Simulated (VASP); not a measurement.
**H6C2O: single point with PBE+D3(BJ)**

System: H6C2O.

```
CELL_PARAMETERS angstrom
7.29363 0.00000 0.00000
0.00000 7.29363 0.00000
0.00000 0.00000 7.29363
ATOMIC_POSITIONS crystal
C 0.76691 0.33178 0.86134
C 0.57550 0.40110 0.82266
C 0.01688 0.08745 0.52657
C 0.84041 0.05141 0.42261
C 0.72310 0.86327 0.82896
C 0.90816 0.78956 0.88615
C 0.25768 0.49586 0.31705
C 0.11327 0.47539 0.16969
O 0.45192 0.25015 0.84355
O 0.81706 0.85705 0.41072
O 0.01334 0.93608 0.96392
O 0.93790 0.47221 0.25633
H 0.32890 0.29326 0.81724
H 0.54014 0.51315 0.91819
H 0.56868 0.45730 0.68241
H 0.86865 0.44105 0.84710
H 0.77573 0.27212 0.99900
H 0.80287 0.22382 0.76483
H 0.70301 0.83311 0.34659
H 0.72264 0.11515 0.49409
H 0.84760 0.11252 0.28501
H 0.04026 0.23506 0.53947
H 0.01290 0.03009 0.66512
H 0.13312 0.02470 0.45518
H 0.13172 0.88727 0.00101
H 0.88748 0.68107 0.98869
H 0.98043 0.72842 0.76767
H 0.63947 0.75556 0.76687
H 0.65097 0.92396 0.94549
H 0.74046 0.96922 0.72577
H 0.84583 0.45963 0.16113
H 0.12291 0.59174 0.07383
H 0.13553 0.34918 0.08944
H 0.39472 0.50127 0.25594
H 0.23352 0.62206 0.39512
H 0.25169 0.37893 0.41089
```

- Program: VASP 6.6.1
- Task: single point
- Functional: PBE
- Dispersion: D3(BJ)
- Potentials or basis: VASP PAW PBE potentials, release 64 (C_h, O_h, H_h)
- Cutoff: 1000 eV
- k mesh: 1 × 1 × 1
- Occupations: fermi-dirac, width 0.05 eV
- Spin: no spin polarisation

```
Pressure                   : 0.9 GPa
Largest force              : 0.285 eV/Å
Band gap on the k mesh     : 4.32 eV
Dispersion energy per atom : -0.038 eV
```

Forces on the atoms (eV/Å):
```
C   -0.149  0.121 -0.023
C    0.123 -0.028  0.032
C   -0.088  0.008 -0.021
C    0.146  0.095 -0.081
C    0.184 -0.034  0.049
C   -0.272 -0.085 -0.011
C    0.030 -0.009  0.016
C   -0.007 -0.035  0.094
O   -0.138 -0.032  0.014
O   -0.053 -0.109 -0.058
O    0.095  0.103  0.080
O    0.010 -0.010 -0.011
H    0.004 -0.061 -0.011
H   -0.082  0.056  0.041
H   -0.029  0.017 -0.058
H   -0.017  0.015 -0.019
H   -0.007 -0.091  0.034
H    0.071 -0.051 -0.013
H    0.107 -0.011 -0.014
H   -0.021  0.042  0.004
H    0.058 -0.005 -0.082
H   -0.006  0.046 -0.096
H    0.028 -0.002 -0.001
H    0.135  0.005 -0.150
H   -0.111  0.054  0.002
H    0.020  0.030  0.079
H   -0.059  0.046 -0.032
H   -0.032 -0.031  0.039
H   -0.109 -0.008  0.106
H   -0.147  0.060 -0.015
H    0.077 -0.052  0.023
H    0.050  0.026 -0.047
H    0.039 -0.097  0.017
H    0.054 -0.004  0.004
H   -0.006  0.053  0.045
H    0.102 -0.021  0.061
```

Stress tensor (GPa, compression positive):
```
 0.17 -0.02 -0.13
-0.02  1.59 -0.34
-0.13 -0.34  1.02
```

Levels at points of the mesh, in eV from the valence-band top:
```tsv
k point	band 38	band 39	band 40	band 41	band 42	band 43
(0.00, 0.00, 0.00)	-0.55	-0.44	0.00	4.32	5.33	5.79
```

Run time: 93 s on 1 thread of Intel(R) Xeon(R) Platinum 8488C (Sapphire Rapids), on a shared host, peak memory 0.9 GiB.

Caveat: the k points lie up to 0.86 Å⁻¹ apart.
